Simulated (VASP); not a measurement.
Write the native input for VASP 6.6.1 that does the following.

```
Task                   : single point
Functional             : PBE
Potentials or basis    : VASP PAW PBE potentials, release 64 (Al)
Cutoff                 : 520 eV
k mesh                 : 11 × 11 × 6
Occupations            : fermi-dirac, width 0.05 eV
Spin                   : no spin polarisation
Dipole correction      : no
Further INCAR settings : ALGO = Normal; EDIFF = 1e-07; NBANDS = 10
```

The structure of Al lies in POSCAR:

```
Al
1.0
    2.7562292118      0.0000000000      0.0000000000
   -1.3781146059      2.3869645161      0.0000000000
    0.0000000000      0.0000000000      4.5544438139
Al
2
Direct
    0.3333333333      0.6666666667      0.2500000000
    0.6666666667      0.3333333333      0.7500000000
```

One way to write it, as run:

INCAR

```
ALGO = Normal ; EDIFF = 1E-7
ENCUT = 520 ; GGA = PE
ISIF = 2 ; ISMEAR = -1
LASPH = T ; LCHARG = F
LREAL = F ; LWAVE = F
NBANDS = 10 ; NELM = 60
PREC = Accurate ; SIGMA = 0.05
```

KPOINTS

```
k-points
0
Gamma
  11 11 6
```

Potentials or basis: VASP PAW PBE potentials, release 64 (Al).

Launch:

```sh
$ cat potpaw_PBE.64/Al/POTCAR > POTCAR
$ mpirun -np 1 vasp_std > vasp.out
```

It gave:

```json
{"Pressure": "10.0 GPa", "Band gap on the k mesh": "zero (band 3 reaches 13.16 eV, above the bottom of band 4 at 5.89 eV)"}
```

It took 5.3 s on 1 thread of Intel(R) Xeon(R) 6975P-C (Granite Rapids), on a shared host, peak memory 0.14 GiB.
